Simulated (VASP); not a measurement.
Runs of VASP 6.6.1 on BN. Symmetry: F-43m, No. 216, cubic system. The conventional cell has a = 3.610 Å, b = 3.610 Å, c = 3.610 Å, α = 90.00°, β = 90.00°, γ = 90.00°. Within 2.1 Å of B (site symmetry -43m) lie 4 N at 1.56 Å. Within 2.1 Å of N (site symmetry -43m) lie 4 B at 1.56 Å. 

```csv
task,level,potentials or basis,k mesh,cutoff (eV),GW scheme,GW iterations,cutoff of the response function,frequency points,empty bands,gap on the mesh (eV),pressure (GPa)
single point,HSE06,"VASP PAW PBE potentials, release 64 (B, N)",6 × 6 × 6,520,-,-,-,-,-,5.78,-3.9
single point,r2SCAN,"VASP PAW PBE potentials, release 64 (B, N)",6 × 6 × 6,520,-,-,-,-,-,(a),1.2
single point,PBE,"VASP PAW PBE potentials, release 64 (B, N)",6 × 6 × 6,520,-,-,-,-,-,4.46,5.1
single point,PBE,"VASP PAW PBE potentials, release 64 (B, N)",10 × 10 × 10,520,-,-,-,-,-,4.46,(b)
single point,LDA,"VASP PAW LDA potentials, release 64 (B, N)",6 × 6 × 6,520,-,-,-,-,-,4.35,-8.4
```

Alike in all rows: no spin polarisation; cell a = 2.552 Å, angles 60.0°, 2 atoms; smearing gaussian 0.01 eV.

Problem. Fill in the values left out.

Solution. (a) 4.98; (b) 5.0.

Caveats: some runs use coarse meshes; the PAW data sets were made with another functional, which shifts forces and pressure a little (some runs).

A k mesh can miss the band edges.
